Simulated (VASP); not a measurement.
Ge:

```
CELL_PARAMETERS angstrom
1.48805 -2.59469 0.00000
1.48805 2.59469 0.00000
0.00000 0.00000 4.72760
ATOMIC_POSITIONS crystal
Ge 0.66655 0.33345 0.25000
Ge 0.33345 0.66655 0.75000
```

This isn't the form of Ge at room conditions, which is diamond.

- Program: VASP 6.6.1
- Task: relaxation of cell and atoms
- Functional: PBEsol
- Potentials or basis: VASP PAW PBE potentials, release 64 (Ge_d)
- Cutoff: 600 eV
- k mesh: 12 × 12 × 7
- Occupations: fermi-dirac, width 0.1 eV
- Spin: no spin polarisation

At the start: pressure 0.2 GPa; volume 18.25 Å³/atom.

Task: How do energy, volume and symmetry change on relaxing?

Result: Over 79 steps the energy falls by 2.1 meV/atom and the volume is 18.35 Å³/atom (+0.5 %); space group P6_3/mmc (No. 194, to 0.1 Å) before, Cmcm (No. 63, to 0.1 Å).

The path:
```tsv
step	energy change (eV)	largest force (eV/Å)	pressure (GPa)	volume (Å³)
1	0.0000	0.0045	0.18	36.51
3	-0.0027	0.0060	-0.01	36.69
5	-0.0028	0.0061	-0.01	36.72
7	-0.0028	0.0062	0.04	36.73
9	-0.0028	0.0073	-0.05	36.75
11	-0.0028	0.0071	-0.01	36.76
13	-0.0030	0.0106	-0.04	36.77
15	-0.0028	0.0178	-0.18	36.83
17	-0.0031	0.0164	-0.18	36.82
19	-0.0032	0.0150	-0.12	36.80
21	-0.0032	0.0158	-0.09	36.80
23	-0.0033	0.0167	-0.21	36.77
25	-0.0033	0.0159	0.05	36.73
27	-0.0034	0.0172	-0.01	36.70
29	-0.0034	0.0156	0.25	36.68
31	-0.0034	0.0152	-0.19	36.71
33	-0.0034	0.0152	0.08	36.71
35	-0.0035	0.0151	-0.03	36.73
37	-0.0035	0.0119	-0.17	36.80
39	-0.0036	0.0119	0.07	36.74
41	-0.0036	0.0123	0.01	36.74
43	-0.0036	0.0113	0.02	36.70
45	-0.0037	0.0111	0.11	36.70
47	-0.0038	0.0089	0.00	36.69
49	-0.0039	0.0054	0.22	36.67
51	-0.0041	0.0034	-0.02	36.64
53	-0.0042	0.0000	0.12	36.63
55	-0.0042	0.0007	0.19	36.64
57	-0.0042	0.0011	-0.12	36.71
59	-0.0042	0.0007	0.10	36.70
61	-0.0042	0.0007	-0.20	36.71
63	-0.0042	0.0001	-0.06	36.72
65	-0.0042	0.0006	-0.04	36.71
67	-0.0042	0.0006	-0.02	36.71
69	-0.0042	0.0003	0.02	36.71
71	-0.0042	0.0002	0.04	36.71
73	-0.0042	0.0000	0.10	36.70
75	-0.0042	0.0000	0.06	36.70
77	-0.0042	0.0002	-0.04	36.70
79	-0.0042	0.0000	0.00	36.70
```

Final structure:
```xyz
2
Lattice="1.4775 -2.6493 0.0000 1.4775 2.6493 0.0000 0.0000 0.0000 4.6883" Properties=species:S:1:pos:R:3 pbc="T T T"
Ge    1.4775   -0.8057    1.1721
Ge    1.4775    0.8057    3.5162
```

Caveat: the PAW data sets were made with another functional, which shifts forces and pressure a little.
